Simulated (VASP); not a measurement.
Runs of VASP 6.6.1 on TiO2. The structure is that of space group P4_2/mnm (No. 136), or close to it. The cells are those of the table. 

| cell | gap on the mesh (eV) | pressure (GPa) | largest force (eV/Å) |
| --- | --- | --- | --- |
| a = 4.350, b = 4.350, c = 2.680 Å, 6 atoms | 2.31 | 71.4 | 1.65 |
| a = 4.381, b = 4.381, c = 2.810 Å, 6 atoms | 2.09 | 39.2 | 0.69 |
| a = 4.291, b = 4.291, c = 3.104 Å, 6 atoms | 2.01 | (a) | 0.30 |
| a = 4.409, b = 4.409, c = 2.609 Å, 6 atoms | (c) | 75.6 | 2.19 |
| a = 4.440, b = 4.440, c = 2.736 Å, 6 atoms | 2.17 | 42.2 | 1.04 |
| a = 4.370, b = 4.370, c = 3.162 Å, 6 atoms | 1.86 | -1.9 | 0.23 |
| a = 4.561, b = 4.561, c = 2.593 Å, 6 atoms | (b) | 49.8 | 1.79 |
| a = 4.588, b = 4.588, c = 2.715 Å, 6 atoms | 2.07 | 23.0 | 0.75 |

Alike in all rows: task single point; level LDA; potentials or basis VASP PAW LDA potentials, release 64 (Ti_sv, O); no spin polarisation; k mesh 8 × 8 × 10; cutoff (eV) 520; smearing gaussian 0.05 eV.

Q: Estimate the missing entries.

A: (a) 13.7; (b) 1.99; (c) 2.33.

Caveats: the cell stands under pressure (at least some runs); forces of over 1 eV/Å act on the atoms, so gaps and moduli don't describe the material at rest (at least some runs).

A k mesh can miss the band edges.
